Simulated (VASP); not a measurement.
# SrTe (Fm-3m) in VASP: further runs

SrTe is run at these levels: PBEsol; tasks: single point.

Program: VASP 6.6.1. These are calculated values, not measurements. Logs are shortened: lines on timing, memory, paths and dates and some standing lists are left out, and cuts for length are marked.

## Step 1: The cell of the first run

The structure is cubic, space group Fm-3m (No. 225). Conventional cell: a = 5.499 Å, b = 5.499 Å, c = 5.499 Å, α = 90.00°, β = 90.00°, γ = 90.00°. Sr (site symmetry m-3m) has 6 Te at 2.75 Å within 3.6 Å. Te (site symmetry m-3m) has 6 Sr at 2.75 Å within 3.6 Å.

## Step 2: Single point, PBEsol

INCAR

```
PREC = Accurate ; ENCUT = 500
EDIFF = 1E-6 ; ISMEAR = -1
SIGMA = 0.03 ; LREAL = False
LASPH = True ; NELM = 120
ALGO = Normal ; ISIF = 2
LWAVE = False ; LCHARG = False
GGA = PS ; NBANDS = 15
GGA_COMPAT = False
```

KPOINTS

```
regular mesh
0
Gamma
  7 7 7
```

POSCAR

```
SrTe
1.0
    0.0000000000      2.7495072504      2.7495072504
    2.7495072504      0.0000000000      2.7495072504
    2.7495072504      2.7495072504      0.0000000000
Sr Te
1 1
Direct
    0.0000000000      0.0000000000      0.0000000000
    0.5000000000      0.5000000000      0.5000000000
```

Potentials or basis: VASP PAW PBE potentials, release 64 (Sr_sv, Te).

On the command line:

```bash
$ cat potpaw_PBE.64/Sr_sv/POTCAR potpaw_PBE.64/Te/POTCAR > POTCAR
$ mpirun -np 1 vasp_std > vasp.out
```

OUTCAR:

```text
PREC = Accurate
   ENCUT = 500
   EDIFF = 1E-6
   ISMEAR = -1
   LREAL = False
   LASPH = True
   NELM = 120
   ISIF = 2
   GGA = PS

 ion  position               nearest neighbor table
   1  0.000  0.000  0.000-   2 2.75   2 2.75   2 2.75   2 2.75   2 2.75   2 2.75
   2  0.500  0.500  0.500-   1 2.75   1 2.75   1 2.75   1 2.75   1 2.75   1 2.75

  LATTYP: Found a face centered cubic cell.
 ALAT       =     5.4990145008

  Lattice vectors:

 A1 = (   0.0000000000,   2.7495072504,   2.7495072504)
 A2 = (   2.7495072504,   0.0000000000,   2.7495072504)
 A3 = (   2.7495072504,   2.7495072504,   0.0000000000)

Analysis of symmetry for initial positions (statically):
=====================================================================
 Subroutine PRICEL returns:
 Original cell was already a primitive cell.

 Routine SETGRP: Setting up the symmetry group for a
 face centered cubic supercell.

 Subroutine GETGRP returns: Found 48 space group operations
 (whereof 48 operations were pure point group operations)
 out of a pool of 48 trial point group operations.

The static configuration has the point symmetry O_h .

Analysis of symmetry for dynamics (positions and initial velocities):
=====================================================================
 Subroutine PRICEL returns:
 Original cell was already a primitive cell.

 Routine SETGRP: Setting up the symmetry group for a
 face centered cubic supercell.

 Subroutine GETGRP returns: Found 48 space group operations
 (whereof 48 operations were pure point group operations)
 out of a pool of 48 trial point group operations.

The dynamic configuration has the point symmetry O_h .

 Subroutine INISYM returns: Found 48 space group operations
 (whereof 48 operations are pure point group operations),
 and found     1 'primitive' translations

----------------------------------------------------------------------------------------

                                     Primitive cell

  volume of cell :      41.5714

  direct lattice vectors                    reciprocal lattice vectors
     0.000000000  2.749507250  2.749507250    -0.181850766  0.181850766  0.181850766
     2.749507250  0.000000000  2.749507250     0.181850766 -0.181850766  0.181850766
     2.749507250  2.749507250  0.000000000     0.181850766  0.181850766 -0.181850766

  length of vectors
     3.888390443  3.888390443  3.888390443     0.314974766  0.314974766  0.314974766

  position of ions in fractional coordinates (direct lattice)
     0.000000000  0.000000000  0.000000000
     0.500000000  0.500000000  0.500000000

  ion indices of the primitive-cell ions
   primitive index   ion index
                 1           1
                 2           2

----------------------------------------------------------------------------------------

 KPOINTS: regular mesh

Automatic generation of k-mesh.
 Grid dimensions read from file:
 generate k-points for:    7    7    7

 Generating k-lattice:

  Cartesian coordinates                     Fractional coordinates (reciprocal lattice)
    -0.025978681  0.025978681  0.025978681     0.142857143  0.000000000  0.000000000
     0.025978681 -0.025978681  0.025978681     0.000000000  0.142857143  0.000000000
     0.025978681  0.025978681 -0.025978681     0.000000000  0.000000000  0.142857143

  Length of vectors
     0.044996395  0.044996395  0.044996395

  Shift w.r.t. Gamma in fractional coordinates (k-lattice)
     0.000000000  0.000000000  0.000000000

 Subroutine IBZKPT returns following result:
 ===========================================

 Found     20 irreducible k-points:

 Following reciprocal coordinates:
            Coordinates               Weight
  0.000000  0.000000  0.000000      1.000000
  0.142857  0.000000  0.000000      8.000000
  0.285714  0.000000  0.000000      8.000000
  0.428571  0.000000  0.000000      8.000000
  0.142857  0.142857  0.000000      6.000000
  0.285714  0.142857  0.000000     24.000000
[... 12 lines left out ...]
 -0.428571  0.428571  0.142857     24.000000
 -0.285714  0.428571  0.142857     24.000000
   k-points           NKPTS =     20   k-points in BZ     NKDIM =     20   number of bands    NBANDS=     15
   number of dos      NEDOS =    301   number of ions     NIONS =      2
   total plane-waves  NPLWV =  21952
   dimension x,y,z NGX =    28 NGY =   28 NGZ =   28
   dimension x,y,z NGXF=    56 NGYF=   56 NGZF=   56
   ions per type =               1   1
   NGX,Y,Z   is equivalent  to a cutoff of  11.97, 11.97, 11.97 a.u.
   NGXF,Y,Z  is equivalent  to a cutoff of  23.94, 23.94, 23.94 a.u.
 SYSTEM =  unknown system
   PREC   = accura    normal or accurate (medium, high low for compatibility)
   ISTART =      0    job   : 0-new  1-cont  2-samecut
   ICHARG =      2    charge: 1-file 2-atom 10-const
   ISPIN  =      1    spin polarized calculation?
   LNONCOLLINEAR =      F non collinear calculations
   LSORBIT =      F    spin-orbit coupling
   LASPH  =      T    aspherical Exc in radial PAW
   ENCUT  =  500.0 eV  36.75 Ry    6.06 a.u.   7.09  7.09  7.09*2*pi/ulx,y,z
   NELM   =    120;   NELMIN=  2; NELMDL= -5     # of ELM steps
   EDIFF  = 0.1E-05   stopping-criterion for ELM
   LREAL  =      F    real-space projection
   EDIFFG = 0.1E-04   stopping-criterion for IOM
   NSW    =      0    number of steps for IOM
   IBRION =     -1    ionic relax: 0-MD 1-quasi-New 2-CG
   NFREE  =      0    steps in history (QN), initial steepest desc. (CG)
   ISIF   =      2    stress and relaxation
   ISYM   =      2    0-nonsym 1-usesym 2-fastsym
   POTIM  = 0.5000    time-step for ionic-motion
   TEBEG  =    0.0;   TEEND  =   0.0 temperature during run
   PSTRESS=    0.0 pullay stress
   NELECT =      16.0000    total number of electrons
   NUPDOWN=      -1.0000    fix difference up-down
   EMIN   =  10.00;   EMAX   =-10.00  energy-range for DOS
   EFERMI =   0.00;   METHOD = LEGACY
   ISMEAR =    -1;   SIGMA  =   0.03  broadening in eV -4-tet -1-fermi 0-gaus
   EFERMI_NEDOS =   21; number of points for ismear=-14 and -15
   IALGO  =     38    algorithm
   IMIX   =      4    mixing-type and parameters
     AMIX     =   0.40;   BMIX     =  1.00
     AMIX_MAG =   1.60;   BMIX_MAG =  1.00
  volume/ion in A,a.u.               =      20.79       140.27
  Fermi-wavevector in a.u.,A,eV,Ry     =   1.190831  2.250343 19.294113  1.418077
  Thomas-Fermi vector in A             =   2.326906
   LORBIT       =      0    0 simple, 1 ext, 2 COOP (PROOUT), +10 PAW based schemes
   GGA     = PS    functional components
   LHFCALC =     F    Hartree Fock is set to
   AEXX    =    0.0000 exact exchange contribution
   IVDW    =     0    specifies the selected vdW correction
   LEPSILON=     F    determine dielectric tensor
   LRPA    =     F    only Hartree local field effects (RPA)
 non-spin polarized calculation
  energy-cutoff  :      500.00
  volume of cell :       41.57
 maximum number of plane-waves:      1067
   NGX = 15   NGY = 15   NGZ = 15

 number of electron      16.0000000 magnetization

 Free energy of the ion-electron system (eV)
  ---------------------------------------------------
  ext. energy  EPLUGINS =         0.00000000
  ---------------------------------------------------
  free energy    TOTEN  =        -5.12785145 eV

  energy without entropy =       -5.12667024  energy(sigma->0) =       -5.12726084

 E-fermi :   7.9362     XC(G=0): -11.2583

 val. band max:        7.9032120381   @ k =   0.1429   0.1429   0.0000
 cond. band min:       8.2734136627   @ k =   0.2857   0.2857   0.0000
 fundamental gap:      0.3702016245
 Fermi energy:         7.9361735434

 k-point     1 :       0.0000    0.0000    0.0000
  band No.  band energies     occupation
      1     -25.5400      2.00000
      2      -7.7365      2.00000
      3      -7.7365      2.00000
      4      -7.7365      2.00000
      5      -4.0739      2.00000
      6       8.6135      0.00000
      7       8.6135      0.00000
      8       8.6135      0.00000
      9      10.2728      0.00000
     10      10.2728      0.00000
     11      10.2728      0.00000
     12      11.8346      0.00000
     13      11.8346      0.00000
     14      14.7390      0.00000
     15      15.0105      0.00000

 k-point     2 :       0.1429    0.0000    0.0000
  band No.  band energies     occupation
      1     -25.5213      2.00000
      2      -8.1177      2.00000
      3      -7.7366      2.00000
      4      -7.7366      2.00000
      5      -3.4791      2.00000
      6       6.9660      2.00000
      7       7.5455      2.00000
      8       7.5455      2.00000
      9      10.7101      0.00000
     10      10.7875      0.00000
     11      10.7875      0.00000
     12      13.3098      0.00000
     13      13.3098      0.00000
     14      15.9318      0.00000
     15      16.3605      0.00000

 k-point     3 :       0.2857    0.0000    0.0000
  band No.  band energies     occupation
      1     -25.4789      2.00000
      2      -8.7577      2.00000
      3      -7.7364      2.00000
      4      -7.7364      2.00000
      5      -2.2438      2.00000
      6       4.7550      2.00000
      7       6.2556      2.00000
      8       6.2556      2.00000
      9      11.1606      0.00000
     10      11.9610      0.00000
     11      11.9610      0.00000
     12      16.0574      0.00000
     13      16.0574      0.00000
     14      16.9864      0.00000
     15      19.0141      0.00000
[... 271 lines left out ...]
 k-point    19 :      -0.4286    0.4286    0.1429
  band No.  band energies     occupation
      1     -25.4083      2.00000
      2      -8.6005      2.00000
      3      -8.1631      2.00000
      4      -8.1099      2.00000
      5      -2.5199      2.00000
      6       5.2951      2.00000
      7       6.2617      2.00000
      8       6.3026      2.00000
      9       9.8235      0.00000
     10      14.0010      0.00000
     11      14.4312      0.00000
     12      15.7391      0.00000
     13      16.4608      0.00000
     14      17.3900      0.00000
     15      20.1494      0.00000

 k-point    20 :      -0.2857    0.4286    0.1429
  band No.  band energies     occupation
      1     -25.4056      2.00000
      2      -8.5194      2.00000
      3      -8.3901      2.00000
      4      -8.0571      2.00000
      5      -2.1873      2.00000
      6       4.9586      2.00000
      7       5.8084      2.00000
      8       6.0774      2.00000
      9      11.1612      0.00000
     10      12.7404      0.00000
     11      14.7771      0.00000
     12      15.5718      0.00000
     13      16.4097      0.00000
     14      18.8201      0.00000
     15      19.4100      0.00000

------------------------ aborting loop because EDIFF is reached ----------------------------------------

  FORCE on cell =-STRESS in cart. coord.  units (eV):
  Direction    XX          YY          ZZ          XY          YZ          ZX
  --------------------------------------------------------------------------------------
  -------------------------------------------------------------------------------------
  Total       15.8758053     15.8758053     15.8758053      0.0000000     -0.0000000     -0.0000000
  in kB      611.8595518    611.8595518    611.8595518      0.0000000     -0.0000000     -0.0000000
  external PRESSURE =     611.8595518 kB  Pullay stress =       0.0000000 kB

 VOLUME and BASIS-vectors are now :
 -----------------------------------------------------------------------------
  energy-cutoff  :      500.00
  volume of cell :       41.57
      direct lattice vectors                 reciprocal lattice vectors
     0.000000000  2.749507250  2.749507250    -0.181850766  0.181850766  0.181850766
     2.749507250  0.000000000  2.749507250     0.181850766 -0.181850766  0.181850766
     2.749507250  2.749507250  0.000000000     0.181850766  0.181850766 -0.181850766

 POSITION                                       TOTAL-FORCE (eV/Angst)
 -----------------------------------------------------------------------------------
      0.00000      0.00000      0.00000        -0.000000      0.000000     -0.000000
      2.74951      2.74951      2.74951         0.000000      0.000000      0.000000
 -----------------------------------------------------------------------------------
    total drift:                               -0.000000      0.000000      0.000000

  FREE ENERGIE OF THE ION-ELECTRON SYSTEM (eV)
  ---------------------------------------------------
  free  energy   TOTEN  =        -5.1278514508 eV

  energy  without entropy=       -5.1266702371  energy(sigma->0) =       -5.12726084
```

It used 18 s of CPU time on 1 thread of AMD EPYC 7R13 Processor (Zen 3) (shared host).

What came out:

- Free energy: -5.1279 eV
- Pressure: 61.2 GPa
- Band gap on the k mesh: zero (band 8 reaches 8.61 eV, above the bottom of band 9 at 7.62 eV)

Caveat: the PAW data sets were made with another functional, which shifts forces and pressure a little; spin-orbit coupling is left out, which moves the levels of the heavy elements.

## Step 3: Single point, PBEsol

INCAR

```
SYSTEM = SrTe
ALGO = Normal
EDIFF = 1E-6
ENCUT = 500
GGA = PS
GGA_COMPAT = .FALSE.
ISIF = 2
ISMEAR = -1
LASPH = .TRUE.
LCHARG = .TRUE.
LELF = .TRUE.
LREAL = .FALSE.
LVHAR = .TRUE.
LWAVE = .FALSE.
NBANDS = 15
NELM = 120
PREC = Accurate
SIGMA = 0.03
```

KPOINTS

```
k-points
0
G
  7 7 7
  0 0 0
```

POSCAR is that of step 2.

Potentials or basis: VASP PAW PBE potentials, release 64 (Sr_sv, Te).

On the command line:

```bash
$ cat potpaw_PBE.64/Sr_sv/POTCAR potpaw_PBE.64/Te/POTCAR > POTCAR
$ mpirun -np 1 vasp_std > vasp.out
```

It used 33 s of CPU time on 1 thread of AMD EPYC 7R13 Processor (Zen 3), with other jobs on the host.

It converged, with:

* Free energy: -5.1279 eV
* Pressure: 61.2 GPa
* Band gap on the k mesh: zero (band 8 reaches 8.61 eV, above the bottom of band 9 at 7.62 eV)

Levels at points of the mesh, in eV from the Fermi level:
```
           k point  band 5  band 6  band 7  band 8  band 9  band 10  band 11  band 12
(0.00, 0.00, 0.00)  -12.01    0.68    0.68    0.68    2.34     2.34     2.34     3.90
```

Caveat: the PAW data sets were made with another functional, which shifts forces and pressure a little; spin-orbit coupling is left out, which moves the levels of the heavy elements.

## Step 4: Single point, PBEsol

This run uses another cell than the first one, of 24.56 Å³/atom, 1.182 times its volume.

INCAR is that of step 3.

KPOINTS is that of step 3.

POSCAR

```
SrTe
1.0
    0.0000000000      2.9069557770      2.9069557770
    2.9069557770      0.0000000000      2.9069557770
    2.9069557770      2.9069557770      0.0000000000
Sr Te
1 1
Direct
    0.0000000000      0.0000000000      0.0000000000
    0.5000000000      0.5000000000      0.5000000000
```

On the command line:

```bash
$ cat potpaw_PBE.64/Sr_sv/POTCAR potpaw_PBE.64/Te/POTCAR > POTCAR
$ mpirun -np 1 vasp_std > vasp.out
```

It used 23 s of CPU time on 1 thread of AMD EPYC 7R13 Processor (Zen 3) (shared host).

Results (log left out):

```
Free energy            : -7.2206 eV
Pressure               : 30.9 GPa
Band gap on the k mesh : 0.04 eV, indirect (least direct gap 1.03 eV)
```

Levels at points of the mesh, in eV from the valence-band top:
```
           k point  band 5  band 6  band 7  band 8  band 9  band 10  band 11  band 12
(0.00, 0.00, 0.00)  -11.75    0.00    0.00    0.00    2.32     2.32     2.32     3.57
```

Caveat: the PAW data sets were made with another functional, which shifts forces and pressure a little; spin-orbit coupling is left out, which moves the levels of the heavy elements.

## Step 5: Single point, PBEsol

INCAR

```
  PREC = Accurate
  ENCUT = 500
  EDIFF = 1E-6
  ISMEAR = -1
  SIGMA = 0.03
  LREAL = F
  LASPH = T
  NELM = 120
  ALGO = Normal
  ISIF = 2
  LWAVE = F
  LCHARG = F
  GGA = PS
  NBANDS = 15
  GGA_COMPAT = F
```

KPOINTS

```
Automatic mesh
0
Gamma
  7 7 7
```

POSCAR is that of step 4.

On the command line:

```bash
$ cat potpaw_PBE.64/Sr_sv/POTCAR potpaw_PBE.64/Te/POTCAR > POTCAR
$ mpirun -np 1 vasp_std > vasp.out
```

It used 19 s of CPU time on 1 thread of AMD EPYC 7R13 Processor (Zen 3), with other jobs on the host.

The run converged. Its results:

| Quantity | Value |
| --- | --- |
| Free energy | -7.2206 eV |
| Pressure | 30.9 GPa |
| Band gap on the k mesh | 0.04 eV, indirect (least direct gap 1.03 eV) |

Levels at points of the mesh, in eV from the valence-band top:
| k point | band 4 | band 5 | band 6 | band 7 | band 8 | band 9 | band 10 | band 11 | band 12 | band 13 |
| --- | --- | --- | --- | --- | --- | --- | --- | --- | --- | --- |
| (0.00, 0.00, 0.00) | -16.17 | -11.75 | 0.00 | 0.00 | 0.00 | 2.32 | 2.32 | 2.32 | 3.57 | 3.57 |

Caveat: the PAW data sets were made with another functional, which shifts forces and pressure a little; spin-orbit coupling is left out, which moves the levels of the heavy elements. A k mesh can miss the band edges.

## Step 6: Single point, PBEsol

This run uses another cell than the first one, of 34.01 Å³/atom, 1.636 times its volume.

INCAR

```
PREC = Accurate ; ENCUT = 500
EDIFF = 1E-6 ; ISMEAR = -1
SIGMA = 0.03 ; LREAL = False
LASPH = True ; NELM = 120
ALGO = Normal ; ISIF = 2
LWAVE = False ; LCHARG = False
GGA = PS ; NBANDS = 15
GGA_COMPAT = False
```

KPOINTS is that of step 5.

POSCAR

```
SrTe
1.0
    0.0000000000      3.2400233687      3.2400233687
    3.2400233687      0.0000000000      3.2400233687
    3.2400233687      3.2400233687      0.0000000000
Sr Te
1 1
Direct
    0.0000000000      0.0000000000      0.0000000000
    0.5000000000      0.5000000000      0.5000000000
```

Potentials or basis: VASP PAW PBE potentials, release 64 (Sr_sv, Te).

On the command line:

```bash
$ cat potpaw_PBE.64/Sr_sv/POTCAR potpaw_PBE.64/Te/POTCAR > POTCAR
$ mpirun -np 1 vasp_std > vasp.out
```

It used 60 s of CPU time on 1 thread of AMD EPYC 7R13 Processor (Zen 3), with other jobs on the host.

Results (log left out):

* Free energy: -8.8012 eV
* Pressure: 2.5 GPa
* Band gap on the k mesh: 1.42 eV, indirect (least direct gap 2.22 eV)

Levels at points of the mesh, in eV from the valence-band top:
```csv
k point,band 6,band 7,band 8,band 9,band 10,band 11
"(0.00, 0.00, 0.00)",0.00,0.00,0.00,3.08,3.11,3.11
```

Caveat: the PAW data sets were made with another functional, which shifts forces and pressure a little; spin-orbit coupling is left out, which moves the levels of the heavy elements.

## Step 7: Overview

```tsv
cell	gap on the mesh (eV)	pressure (GPa)
a = 3.888 Å, angles 60.0°, 2 atoms	none	61.2
a = 4.111 Å, angles 60.0°, 2 atoms	0.04	30.9
a = 4.582 Å, angles 60.0°, 2 atoms	1.42	2.5
```

Alike in all rows: task single point; level PBEsol; potentials or basis VASP PAW PBE potentials, release 64 (Sr_sv, Te); no spin polarisation; k mesh 7 × 7 × 7; cutoff (eV) 500; smearing fermi-dirac 0.03 eV.

Caveats: the PAW data sets were made with another functional, which shifts forces and pressure a little; spin-orbit coupling is left out, which moves the levels of the heavy elements.

Absolute energies hang on the potentials; compare differences alone.
